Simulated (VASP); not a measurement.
# Sr3Ni (Pm-3m) in VASP: notebook

The runs below take Sr3Ni through single point, relaxation of cell and atoms, with PBE.

Program: VASP 6.6.1. These are calculated values, not measurements. Logs are shortened: lines on timing, memory, paths and dates and some standing lists are left out, and cuts for length are marked.

**1. The cell of the first run**

It takes space group Pm-3m (No. 221, cubic). Conventional cell: a = 5.269 Å, b = 5.269 Å, c = 5.269 Å, α = 90.00°, β = 90.00°, γ = 90.00°. Within 4.9 Å of Sr (site symmetry 4/mmm) lie 8 Sr at 3.73 Å and 4 Ni at 3.73 Å. Within 4.9 Å of Ni (site symmetry m-3m) lie 12 Sr at 3.73 Å.

**2. Single point, PBE**

INCAR

```
SYSTEM = Sr3Ni
  ALGO = Normal
  EDIFF = 1E-6
  ENCUT = 520
  GGA = PE
  ISIF = 2
  ISMEAR = 0
  LASPH = .TRUE.
  LCHARG = .FALSE.
  LREAL = .FALSE.
  LWAVE = .FALSE.
  NBANDS = 28
  NELM = 80
  PREC = Accurate
  SIGMA = 0.1
```

KPOINTS

```
k-points
0
G
  4 4 4
  0 0 0
```

POSCAR

```
Sr3Ni
1.0
    5.2692990227      0.0000000000      0.0000000000
    0.0000000000      5.2692990227      0.0000000000
    0.0000000000      0.0000000000      5.2692990227
Sr Ni
3 1
Direct
    0.0000000000      0.5000000000      0.5000000000
    0.5000000000      0.0000000000      0.5000000000
    0.5000000000      0.5000000000      0.0000000000
    0.0000000000      0.0000000000      0.0000000000
```

Potentials or basis: VASP PAW PBE potentials, release 64 (Sr_sv, Ni).

The run is started by

```console
$ cat potpaw_PBE.64/Sr_sv/POTCAR potpaw_PBE.64/Ni/POTCAR > POTCAR
$ mpirun -np 1 vasp_std > vasp.out
```

OUTCAR:

```text
SYSTEM = Sr3Ni
   EDIFF = 1E-6
   ENCUT = 520
   GGA = PE
   ISIF = 2
   ISMEAR = 0
   LASPH = .TRUE.
   LREAL = .FALSE.
   NELM = 80
   PREC = Accurate

 ion  position               nearest neighbor table
   1  0.000  0.500  0.500-   2 3.73   3 3.73   4 3.73   3 3.73   4 3.73   2 3.73   4 3.73   4 3.73
                             2 3.73   3 3.73   3 3.73   2 3.73
   2  0.500  0.000  0.500-   1 3.73   3 3.73   4 3.73   3 3.73   4 3.73   1 3.73   3 3.73   3 3.73
                             1 3.73   4 3.73   4 3.73   1 3.73
   3  0.500  0.500  0.000-   1 3.73   2 3.73   4 3.73   1 3.73   2 3.73   2 3.73   4 3.73   2 3.73
                             1 3.73   4 3.73   1 3.73   4 3.73
   4  0.000  0.000  0.000-   1 3.73   2 3.73   3 3.73   1 3.73   2 3.73   1 3.73   3 3.73   1 3.73
                             2 3.73   3 3.73   2 3.73   3 3.73

  LATTYP: Found a simple cubic cell.
 ALAT       =     5.2692990227

  Lattice vectors:

 A1 = (   5.2692990227,   0.0000000000,   0.0000000000)
 A2 = (   0.0000000000,   5.2692990227,   0.0000000000)
 A3 = (   0.0000000000,   0.0000000000,   5.2692990227)

Analysis of symmetry for initial positions (statically):
=====================================================================
 Subroutine PRICEL returns:
 Original cell was already a primitive cell.

 Routine SETGRP: Setting up the symmetry group for a
 simple cubic supercell.

 Subroutine GETGRP returns: Found 48 space group operations
 (whereof 48 operations were pure point group operations)
 out of a pool of 48 trial point group operations.

The static configuration has the point symmetry O_h .

Analysis of symmetry for dynamics (positions and initial velocities):
=====================================================================
 Subroutine PRICEL returns:
 Original cell was already a primitive cell.

 Routine SETGRP: Setting up the symmetry group for a
 simple cubic supercell.

 Subroutine GETGRP returns: Found 48 space group operations
 (whereof 48 operations were pure point group operations)
 out of a pool of 48 trial point group operations.

The dynamic configuration has the point symmetry O_h .

 Subroutine INISYM returns: Found 48 space group operations
 (whereof 48 operations are pure point group operations),
 and found     1 'primitive' translations

----------------------------------------------------------------------------------------

                                     Primitive cell

  volume of cell :     146.3048

  direct lattice vectors                    reciprocal lattice vectors
     5.269299023  0.000000000  0.000000000     0.189778564  0.000000000  0.000000000
     0.000000000  5.269299023  0.000000000     0.000000000  0.189778564  0.000000000
     0.000000000  0.000000000  5.269299023     0.000000000  0.000000000  0.189778564

  length of vectors
     5.269299023  5.269299023  5.269299023     0.189778564  0.189778564  0.189778564

  position of ions in fractional coordinates (direct lattice)
     0.000000000  0.500000000  0.500000000
     0.500000000  0.000000000  0.500000000
     0.500000000  0.500000000  0.000000000
     0.000000000  0.000000000  0.000000000

  ion indices of the primitive-cell ions
   primitive index   ion index
                 1           1
                 2           2
                 3           3
                 4           4

----------------------------------------------------------------------------------------

 KPOINTS: k-points

Automatic generation of k-mesh.
 Grid dimensions read from file:
 generate k-points for:    4    4    4

 Generating k-lattice:

  Cartesian coordinates                     Fractional coordinates (reciprocal lattice)
     0.047444641  0.000000000  0.000000000     0.250000000  0.000000000  0.000000000
     0.000000000  0.047444641  0.000000000     0.000000000  0.250000000  0.000000000
     0.000000000  0.000000000  0.047444641     0.000000000  0.000000000  0.250000000

  Length of vectors
     0.047444641  0.047444641  0.047444641

  Shift w.r.t. Gamma in fractional coordinates (k-lattice)
     0.000000000  0.000000000  0.000000000

 Subroutine IBZKPT returns following result:
 ===========================================

 Found     10 irreducible k-points:

 Following reciprocal coordinates:
            Coordinates               Weight
  0.000000  0.000000  0.000000      1.000000
  0.250000  0.000000  0.000000      6.000000
  0.500000  0.000000  0.000000      3.000000
  0.250000  0.250000  0.000000     12.000000
  0.500000  0.250000  0.000000     12.000000
  0.500000  0.500000  0.000000      3.000000
  0.250000  0.250000  0.250000      8.000000
  0.500000  0.250000  0.250000     12.000000
  0.500000  0.500000  0.250000      6.000000
  0.500000  0.500000  0.500000      1.000000
   k-points           NKPTS =     10   k-points in BZ     NKDIM =     10   number of bands    NBANDS=     28
   number of dos      NEDOS =    301   number of ions     NIONS =      4
   total plane-waves  NPLWV =  64000
   dimension x,y,z NGX =    40 NGY =   40 NGZ =   40
   dimension x,y,z NGXF=    80 NGYF=   80 NGZF=   80
   ions per type =               3   1
   NGX,Y,Z   is equivalent  to a cutoff of  12.62, 12.62, 12.62 a.u.
   NGXF,Y,Z  is equivalent  to a cutoff of  25.24, 25.24, 25.24 a.u.
 SYSTEM =  Sr3Ni
   PREC   = accura    normal or accurate (medium, high low for compatibility)
   ISTART =      0    job   : 0-new  1-cont  2-samecut
   ICHARG =      2    charge: 1-file 2-atom 10-const
   ISPIN  =      1    spin polarized calculation?
   LNONCOLLINEAR =      F non collinear calculations
   LSORBIT =      F    spin-orbit coupling
   LASPH  =      T    aspherical Exc in radial PAW
   ENCUT  =  520.0 eV  38.22 Ry    6.18 a.u.   9.80  9.80  9.80*2*pi/ulx,y,z
   NELM   =     80;   NELMIN=  2; NELMDL= -5     # of ELM steps
   EDIFF  = 0.1E-05   stopping-criterion for ELM
   LREAL  =      F    real-space projection
   EDIFFG = 0.1E-04   stopping-criterion for IOM
   NSW    =      0    number of steps for IOM
   IBRION =     -1    ionic relax: 0-MD 1-quasi-New 2-CG
   NFREE  =      0    steps in history (QN), initial steepest desc. (CG)
   ISIF   =      2    stress and relaxation
   ISYM   =      2    0-nonsym 1-usesym 2-fastsym
   POTIM  = 0.5000    time-step for ionic-motion
   TEBEG  =    0.0;   TEEND  =   0.0 temperature during run
   PSTRESS=    0.0 pullay stress
   NELECT =      40.0000    total number of electrons
   NUPDOWN=      -1.0000    fix difference up-down
   EMIN   =  10.00;   EMAX   =-10.00  energy-range for DOS
   EFERMI =   0.00;   METHOD = LEGACY
   ISMEAR =     0;   SIGMA  =   0.10  broadening in eV -4-tet -1-fermi 0-gaus
   EFERMI_NEDOS =   21; number of points for ismear=-14 and -15
   IALGO  =     38    algorithm
   IMIX   =      4    mixing-type and parameters
     AMIX     =   0.40;   BMIX     =  1.00
     AMIX_MAG =   1.60;   BMIX_MAG =  1.00
  volume/ion in A,a.u.               =      36.58       246.83
  Fermi-wavevector in a.u.,A,eV,Ry     =   1.062532  2.007894 15.360625  1.128974
  Thomas-Fermi vector in A             =   2.197986
   LORBIT       =      0    0 simple, 1 ext, 2 COOP (PROOUT), +10 PAW based schemes
   GGA     = PE    functional components
   LHFCALC =     F    Hartree Fock is set to
   AEXX    =    0.0000 exact exchange contribution
   IVDW    =     0    specifies the selected vdW correction
   LEPSILON=     F    determine dielectric tensor
   LRPA    =     F    only Hartree local field effects (RPA)
 non-spin polarized calculation
 Gauss-broadening in eV      SIGMA  =   0.10
  energy-cutoff  :      520.00
  volume of cell :      146.30
 maximum number of plane-waves:      3952
 NGX is ok and might be reduce to    40
   NGX = 19   NGY = 19   NGZ = 19

 number of electron      39.9999986 magnetization

 Free energy of the ion-electron system (eV)
  ---------------------------------------------------
  ext. energy  EPLUGINS =         0.00000000
  ---------------------------------------------------
  free energy    TOTEN  =        -8.89295212 eV

  energy without entropy =       -8.86757336  energy(sigma->0) =       -8.88026274

 E-fermi :   2.5295     XC(G=0):  -8.4266

 val. band max:        2.4709526836   @ k =   0.2500   0.2500   0.0000
 cond. band min:       2.5962367287   @ k =   0.2500   0.0000   0.0000
 fundamental gap:      0.1252840451
 Fermi energy:         2.5294572036

 k-point     1 :       0.0000    0.0000    0.0000
  band No.  band energies     occupation
      1     -33.6331      2.00000
      2     -33.5504      2.00000
      3     -33.5504      2.00000
      4     -15.8771      2.00000
      5     -15.8771      2.00000
      6     -15.8771      2.00000
[... 20 lines left out ...]
     27       4.5343      0.00000
     28       6.8004      0.00000

 k-point     2 :       0.2500    0.0000    0.0000
  band No.  band energies     occupation
      1     -33.6226      2.00000
      2     -33.5609      2.00000
      3     -33.5503      2.00000
      4     -15.8402      2.00000
      5     -15.8402      2.00000
      6     -15.8169      2.00000
[... 20 lines left out ...]
     27       4.8376      0.00000
     28       6.3853      0.00000

 k-point     3 :       0.5000    0.0000    0.0000
  band No.  band energies     occupation
      1     -33.6055      2.00000
      2     -33.5779      2.00000
      3     -33.5502      2.00000
      4     -15.7913      2.00000
      5     -15.7913      2.00000
      6     -15.6687      2.00000
[... 20 lines left out ...]
     27       5.1033      0.00000
     28       5.3286      0.00000

 k-point     4 :       0.2500    0.2500    0.0000
  band No.  band energies     occupation
      1     -33.6132      2.00000
      2     -33.5641      2.00000
      3     -33.5563      2.00000
      4     -15.8711      2.00000
      5     -15.8007      2.00000
      6     -15.7216      2.00000
[... 20 lines left out ...]
     27       4.8950      0.00000
     28       5.9701      0.00000

 k-point     5 :       0.5000    0.2500    0.0000
  band No.  band energies     occupation
      1     -33.5974      2.00000
      2     -33.5778      2.00000
      3     -33.5582      2.00000
      4     -15.8451      2.00000
      5     -15.7492      2.00000
      6     -15.7448      2.00000
[... 20 lines left out ...]
     27       5.2438      0.00000
     28       5.4231      0.00000

 k-point     6 :       0.5000    0.5000    0.0000
  band No.  band energies     occupation
      1     -33.5778      2.00000
      2     -33.5777      2.00000
      3     -33.5777      2.00000
      4     -15.8809      2.00000
      5     -15.8071      2.00000
      6     -15.6558      2.00000
[... 20 lines left out ...]
     27       4.9349      0.00000
     28       5.6645      0.00000

 k-point     7 :       0.2500    0.2500    0.2500
  band No.  band energies     occupation
      1     -33.6054      2.00000
      2     -33.5640      2.00000
      3     -33.5640      2.00000
      4     -15.9351      2.00000
      5     -15.7257      2.00000
      6     -15.7257      2.00000
[... 20 lines left out ...]
     27       4.6771      0.00000
     28       6.3684      0.00000

 k-point     8 :       0.5000    0.2500    0.2500
  band No.  band energies     occupation
      1     -33.5915      2.00000
      2     -33.5777      2.00000
      3     -33.5639      2.00000
      4     -15.9512      2.00000
      5     -15.7568      2.00000
      6     -15.7328      2.00000
[... 20 lines left out ...]
     27       4.8410      0.00000
     28       6.0776      0.00000

 k-point     9 :       0.5000    0.5000    0.2500
  band No.  band energies     occupation
      1     -33.5776      2.00000
      2     -33.5776      2.00000
      3     -33.5776      2.00000
      4     -16.0062      2.00000
      5     -15.8058      2.00000
      6     -15.7433      2.00000
[... 20 lines left out ...]
     27       5.0935      0.00000
     28       5.5983      0.00000

 k-point    10 :       0.5000    0.5000    0.5000
  band No.  band energies     occupation
      1     -33.5774      2.00000
      2     -33.5774      2.00000
      3     -33.5774      2.00000
      4     -16.0843      2.00000
      5     -15.8045      2.00000
      6     -15.8045      2.00000
[... 20 lines left out ...]
     27       5.2536      0.00000
     28       5.2536      0.00000

------------------------ aborting loop because EDIFF is reached ----------------------------------------

  FORCE on cell =-STRESS in cart. coord.  units (eV):
  Direction    XX          YY          ZZ          XY          YZ          ZX
  --------------------------------------------------------------------------------------
  -------------------------------------------------------------------------------------
  Total        0.1809099      0.1809099      0.1809099     -0.0000000      0.0000000      0.0000000
  in kB        1.9811360      1.9811360      1.9811360     -0.0000000      0.0000000      0.0000000
  external PRESSURE =       1.9811360 kB  Pullay stress =       0.0000000 kB

 VOLUME and BASIS-vectors are now :
 -----------------------------------------------------------------------------
  energy-cutoff  :      520.00
  volume of cell :      146.30
      direct lattice vectors                 reciprocal lattice vectors
     5.269299023  0.000000000  0.000000000     0.189778564  0.000000000  0.000000000
     0.000000000  5.269299023  0.000000000     0.000000000  0.189778564  0.000000000
     0.000000000  0.000000000  5.269299023     0.000000000  0.000000000  0.189778564

 POSITION                                       TOTAL-FORCE (eV/Angst)
 -----------------------------------------------------------------------------------
      0.00000      2.63465      2.63465         0.000000      0.000000      0.000000
      2.63465      0.00000      2.63465         0.000000      0.000000      0.000000
      2.63465      2.63465      0.00000         0.000000      0.000000      0.000000
      0.00000      0.00000      0.00000         0.000000      0.000000      0.000000
 -----------------------------------------------------------------------------------
    total drift:                               -0.000000     -0.000000     -0.000000

  FREE ENERGIE OF THE ION-ELECTRON SYSTEM (eV)
  ---------------------------------------------------
  free  energy   TOTEN  =        -8.8929521234 eV

  energy  without entropy=       -8.8675733645  energy(sigma->0) =       -8.88026274
```

It took 45 s on 1 thread of Intel Xeon 6975P-C (Granite Rapids), shared host; peak memory 0.25 GiB.

Results:

| Property | Result |
| --- | --- |
| Free energy | -8.8930 eV |
| Pressure | 0.2 GPa |
| Band gap on the k mesh | zero (bands 20 and 21 overlap by 1.13 eV) |

Levels at points of the mesh, in eV from the Fermi level:
```csv
k point,band 17,band 18,band 19,band 20,band 21,band 22,band 23,band 24
"(0.00, 0.00, 0.00)",-0.82,-0.82,-0.82,0.88,0.88,1.00,1.00,1.00
"(0.50, 0.00, 0.00)",-0.69,-0.69,-0.60,-0.27,0.75,0.75,1.14,1.84
"(0.50, 0.50, 0.00)",-0.69,-0.69,-0.69,-0.58,-0.24,0.69,1.25,1.47
"(0.50, 0.50, 0.50)",-0.60,-0.60,0.09,0.09,0.09,0.70,0.70,0.70
```

(Part 1 of 2 ends here.)
